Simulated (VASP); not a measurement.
# CO2 (I-42d) in VASP: single point with r2SCAN+D4

Aim: the single point of CO2 with r2SCAN+D4.

All numbers are computed with VASP 6.6.1; they aren't measurements. Logs are shortened: lines on timing, memory, paths and dates and some standing lists are left out, and cuts for length are marked.

### Step 1. The cell of the first run

The structure is tetragonal, space group I-42d (No. 122). Conventional cell: a = 3.949 Å, b = 3.949 Å, c = 6.028 Å, α = 90.00°, β = 90.00°, γ = 90.00°. C (site symmetry -4) has 4 O at 1.40 Å within 1.9 Å. O (site symmetry 2) has 2 C at 1.40 Å within 1.9 Å.

### Step 2. Single point, r2SCAN+D4

Input file POSCAR:

```
CO2
1.0
   -1.9747270000      1.9747270000      3.0140580000
    1.9747270000     -1.9747270000      3.0140580000
    1.9747270000      1.9747270000     -3.0140580000
C O
2 4
Direct
    0.7500000000      0.2500000000      0.5000000000
    0.0000000000      0.0000000000      0.0000000000
    0.7097980000      0.1250000000      0.0847980000
    0.3750000000      0.2902020000      0.4152020000
    0.0402020000      0.6250000000      0.9152020000
    0.8750000000      0.9597980000      0.5847980000
```

Input file INCAR.step1:

```
SYSTEM = CO2
  ALGO = Normal
  EDIFF = 1E-5
  ENCUT = 660
  GGA = PE
  GGA_COMPAT = .False.
  ISMEAR = 0
  LASPH = .True.
  LCHARG = .False.
  LREAL = .False.
  LWAVE = .True.
  NBANDS = 25
  NELM = 120
  PREC = Accurate
  SIGMA = 0.01
```

Input file INCAR.step2:

```
SYSTEM = CO2
  ALGO = Normal
  EDIFF = 1E-6
  ENCUT = 660
  GGA_COMPAT = .False.
  ISIF = 2
  ISMEAR = 0
  ISTART = 1
  IVDW = 13
  LASPH = .True.
  LCHARG = .True.
  LELF = .True.
  LMIXTAU = .True.
  LREAL = .False.
  LVHAR = .True.
  LWAVE = .False.
  METAGGA = R2SCAN
  NBANDS = 25
  NELM = 120
  PREC = Accurate
  SIGMA = 0.01
  VDW_A1 = 0.51559235
  VDW_A2 = 5.77342911
  VDW_S6 = 1.0
  VDW_S8 = 0.6018749
```

Input file KPOINTS:

```
k-points
0
Gamma
  7 7 7
  0 0 0
```

Potentials or basis: VASP PAW PBE potentials, release 64 (C, O).

Command:

```bash
$ cat potpaw_PBE.64/C/POTCAR potpaw_PBE.64/O/POTCAR > POTCAR
$ cp INCAR.step1 INCAR
$ mpirun -np 1 vasp_std > vasp.out
$ cp INCAR.step2 INCAR
$ mpirun -np 1 vasp_std > vasp.out
```

OUTCAR:

```text
SYSTEM = CO2
   EDIFF = 1E-6
   ENCUT = 660
   ISIF = 2
   ISMEAR = 0
   ISTART = 1
   IVDW = 13
   LASPH = .True.
   LREAL = .False.
   METAGGA = R2SCAN
   NELM = 120
   PREC = Accurate

 ion  position               nearest neighbor table
   1  0.750  0.250  0.500-   3 1.40   5 1.40   6 1.40   4 1.40
   2  0.000  0.000  0.000-   3 1.40   4 1.40   6 1.40   5 1.40
   3  0.710  0.125  0.085-   1 1.40   2 1.40
   4  0.375  0.290  0.415-   2 1.40   1 1.40
   5  0.040  0.625  0.915-   1 1.40   2 1.40
   6  0.875  0.960  0.585-   1 1.40   2 1.40

  LATTYP: Found a body centered tetragonal cell.
 ALAT       =     3.9494540000
 C/A-ratio  =     1.5263162959

  Lattice vectors:

 A1 = (  -1.9747270000,   1.9747270000,   3.0140580000)
 A2 = (   1.9747270000,  -1.9747270000,   3.0140580000)
 A3 = (   1.9747270000,   1.9747270000,  -3.0140580000)

Analysis of symmetry for initial positions (statically):
=====================================================================
 Subroutine PRICEL returns:
 Original cell was already a primitive cell.

 Routine SETGRP: Setting up the symmetry group for a
 body centered tetragonal supercell.

 Subroutine GETGRP returns: Found  8 space group operations
 (whereof  4 operations were pure point group operations)
 out of a pool of 16 trial point group operations.

The static configuration has the point symmetry S_4 .
 The point group associated with its full space group is D_2d.

Analysis of symmetry for dynamics (positions and initial velocities):
=====================================================================
 Subroutine PRICEL returns:
 Original cell was already a primitive cell.

 Routine SETGRP: Setting up the symmetry group for a
 body centered tetragonal supercell.

 Subroutine GETGRP returns: Found  8 space group operations
 (whereof  4 operations were pure point group operations)
 out of a pool of 16 trial point group operations.

The dynamic configuration has the point symmetry S_4 .
 The point group associated with its full space group is D_2d.

 Subroutine INISYM returns: Found  8 space group operations
 (whereof  4 operations are pure point group operations),
 and found     1 'primitive' translations

----------------------------------------------------------------------------------------

                                     Primitive cell

[... 99 lines left out ...]
   LREAL  =      F    real-space projection
   EDIFFG = 0.1E-04   stopping-criterion for IOM
   NSW    =      0    number of steps for IOM
   IBRION =     -1    ionic relax: 0-MD 1-quasi-New 2-CG
   NFREE  =      0    steps in history (QN), initial steepest desc. (CG)
   ISIF   =      2    stress and relaxation
   ISYM   =      2    0-nonsym 1-usesym 2-fastsym
   POTIM  = 0.5000    time-step for ionic-motion
   TEBEG  =    0.0;   TEEND  =   0.0 temperature during run
   PSTRESS=    0.0 pullay stress
   NELECT =      32.0000    total number of electrons
   NUPDOWN=      -1.0000    fix difference up-down
   EMIN   =  10.00;   EMAX   =-10.00  energy-range for DOS
   EFERMI =   0.00;   METHOD = LEGACY
   ISMEAR =     0;   SIGMA  =   0.01  broadening in eV -4-tet -1-fermi 0-gaus
   EFERMI_NEDOS =   21; number of points for ismear=-14 and -15
   IALGO  =     38    algorithm
   IMIX   =      4    mixing-type and parameters
     AMIX     =   0.40;   BMIX     =  1.00
     AMIX_MAG =   1.60;   BMIX_MAG =  1.00
  volume/ion in A,a.u.               =       7.84        52.88
  Fermi-wavevector in a.u.,A,eV,Ry     =   1.440068  2.721333 28.215694  2.073795
  Thomas-Fermi vector in A             =   2.558853
   LORBIT       =      0    0 simple, 1 ext, 2 COOP (PROOUT), +10 PAW based schemes
   METAGGA = R2SCAN    functional components
   LHFCALC =     F    Hartree Fock is set to
   AEXX    =    0.0000 exact exchange contribution
   IVDW    =    13    specifies the selected vdW correction
   LEPSILON=     F    determine dielectric tensor
   LRPA    =     F    only Hartree local field effects (RPA)
 non-spin polarized calculation
 Gauss-broadening in eV      SIGMA  =   0.01
  energy-cutoff  :      660.00
  volume of cell :       47.01
 maximum number of plane-waves:      1829
   NGX = 17   NGY = 17   NGZ = 17

 number of electron      31.9999994 magnetization

 Free energy of the ion-electron system (eV)
  ---------------------------------------------------
  ext. energy  EPLUGINS =         0.00000000
  ---------------------------------------------------
  free energy    TOTEN  =       -49.39922028 eV

  energy without entropy =      -49.39922028  energy(sigma->0) =      -49.39922028

 E-fermi :   1.6486     XC(G=0): -11.8489

 val. band max:        1.5975536272   @ k =  -0.4286   0.4286   0.4286
 cond. band min:      10.0238285012   @ k =   0.0000   0.0000   0.0000
 fundamental gap:      8.4262748740
 Fermi energy:         1.6486214478

 k-point     1 :       0.0000    0.0000    0.0000
  band No.  band energies     occupation
      1     -23.4430      2.00000
      2     -18.2579      2.00000
      3     -18.2579      2.00000
      4     -17.6317      2.00000
      5     -13.4369      2.00000
      6      -8.1025      2.00000
[... 661 lines left out ...]
     24      17.3618      0.00000
     25      17.6434      0.00000

 [... further k-points ...]

------------------------ aborting loop because EDIFF is reached ----------------------------------------

  DFT-D4 for vdW energy calculation

  Edisp (eV):   -0.33722

  FORCE on cell =-STRESS in cart. coord.  units (eV):
  Direction    XX          YY          ZZ          XY          YZ          ZX
  --------------------------------------------------------------------------------------
  -------------------------------------------------------------------------------------
  Total      -2.06904    -2.06904    -2.52565     0.00000    -0.00000     0.00000
  in kB     -70.51062   -70.51062   -86.07113     0.00000    -0.00000     0.00000
  external pressure =      -75.70 kB  Pullay stress =        0.00 kB

 VOLUME and BASIS-vectors are now :
 -----------------------------------------------------------------------------
  energy-cutoff  :      660.00
  volume of cell :       47.01
      direct lattice vectors                 reciprocal lattice vectors
    -1.974727000  1.974727000  3.014058000     0.000000000  0.253199556  0.165889309
     1.974727000 -1.974727000  3.014058000     0.253199556  0.000000000  0.165889309
     1.974727000  1.974727000 -3.014058000     0.253199556  0.253199556  0.000000000

 POSITION                                       TOTAL-FORCE (eV/Angst)
 -----------------------------------------------------------------------------------
     -0.00000      1.97473      1.50703         0.000000     -0.000000     -0.000000
      0.00000      0.00000      0.00000         0.000000     -0.000000      0.000000
     -0.98736      1.32227      2.26054         0.000000      0.162465     -0.000000
      0.65246      0.98736      0.75351        -0.162465     -0.000000      0.000000
      2.96209      0.65246     -0.75351         0.000000     -0.162465      0.000000
      1.32227      0.98736      3.76757         0.162465      0.000000     -0.000000
 -----------------------------------------------------------------------------------
    total drift:                                0.000001      0.000001      0.000001

  FREE ENERGIE OF THE ION-ELECTRON SYSTEM (eV)
  ---------------------------------------------------
  free  energy   TOTEN  =       -49.7364376094 eV

  energy  without entropy=      -49.7364376094  energy(sigma->0) =      -49.73643761
```

OUTCAR.step1:

```text
SYSTEM = CO2
   EDIFF = 1E-5
   ENCUT = 660
   GGA = PE
   ISMEAR = 0
   LASPH = .True.
   LREAL = .False.
   NELM = 120
[... 909 lines left out ...]
      0.65246      0.98736      0.75351         0.049512     -0.000000      0.000000
      2.96209      0.65246     -0.75351         0.000000      0.049512      0.000000
      1.32227      0.98736      3.76757        -0.049512     -0.000000      0.000000
 -----------------------------------------------------------------------------------
    total drift:                                0.000001      0.000001      0.000001

  FREE ENERGIE OF THE ION-ELECTRON SYSTEM (eV)
  ---------------------------------------------------
  free  energy   TOTEN  =       -43.4684336631 eV

  energy  without entropy=      -43.4684336631  energy(sigma->0) =      -43.46843366
```

It took 3 min on 1 thread of AMD EPYC 9R45 (Zen 5), shared host; peak memory 0.2 GiB.

Results:

* Free energy: -49.7364 eV
* Pressure: -7.6 GPa
* Largest force: 0.162 eV/Å
* Band gap on the k mesh: 8.43 eV (least direct gap 8.83 eV)
* Dispersion energy per atom: -0.056 eV

Forces in eV/Å, atoms in the order of the input:
```
C    0.000  0.000  0.000
C    0.000  0.000  0.000
O    0.000  0.162  0.000
O   -0.162  0.000  0.000
O    0.000 -0.162  0.000
O    0.162  0.000  0.000
```

Stress tensor (GPa, compression positive):
```
-7.05  0.00  0.00
 0.00 -7.05  0.00
 0.00  0.00 -8.61
```

Caveat: the cell stands under tension; the PAW data sets were made with another functional, which shifts forces and pressure a little.
